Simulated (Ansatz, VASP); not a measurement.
Zn in VASP and in Ansatz

INCAR

```
  PREC = Accurate
  ENCUT = 600
  EDIFF = 1E-6
  ISMEAR = -1
  SIGMA = 0.1
  LREAL = F
  LASPH = T
  NELM = 100
  ALGO = Normal
  ISIF = 3
  LWAVE = F
  LCHARG = F
  GGA = RP
  IBRION = 2
  NSW = 80
  EDIFFG = -0.01
```

KPOINTS

```
regular mesh
0
Gamma
  13 13 7
```

Contents of POSCAR:

```
Zn
1.0
    2.6647980532      0.0000000000      0.0000000000
   -1.3323990266      2.3077828100      0.0000000000
    0.0000000000      0.0000000000      4.9467000000
Zn
2
Direct
    0.3333333333      0.6666666667      0.2500000000
    0.6666666667      0.3333333333      0.7500000000
```

Input for Ansatz:

```yaml
crystal:
  lattice:
    - [2.6647980532, 0.0, 0.0]
    - [-1.3323990266, 2.30778281, 0.0]
    - [0.0, 0.0, 4.9467]
  atoms:
    - { symbol: Zn, position: [0.3333333333, 0.6666666667, 0.25] }
    - { symbol: Zn, position: [0.6666666667, 0.3333333333, 0.75] }
hamiltonian:
  xc: rpbe
  pseudopotentials:
    kind: paw
    azcp:
      Zn: "pseudopotentials/Zn.paw.azcp"
basis:
  ecutwfc: 420
  fft_grid_basis: typed
kpoints:
  mp_grid: { grid: [13, 13, 7], shift: [0, 0, 0] }
magnetization:
  spin_polarized: false
scf:
  occupations: { method: fermi_dirac, width: 0.1 }
relax:
  max_steps: 60
  f_tol: 0.01
  cell: {}
```

Alike in both runs: task relaxation of cell and atoms; functional RPBE; k mesh 13 × 13 × 7; occupations fermi-dirac, width 0.1 eV; no spin polarisation.

```csv
,VASP,Ansatz
version,VASP 6.6.1,Ansatz 0.2.0
potentials or method,"VASP PAW PBE potentials, release 64 (Zn), cutoff 600 eV","plane waves (420 eV) with PAW, scalar-relativistic"
valence electrons in the cell,24,24
```

```csv
,VASP,Ansatz,Ansatz less VASP
relaxed volume (Å³/atom),15.93,15.86,-0.065
relaxed cell length with the largest relative difference (Å),2.696,2.691,-0.0046
```

VASP's potentials were made for PBE, not for RPBE.
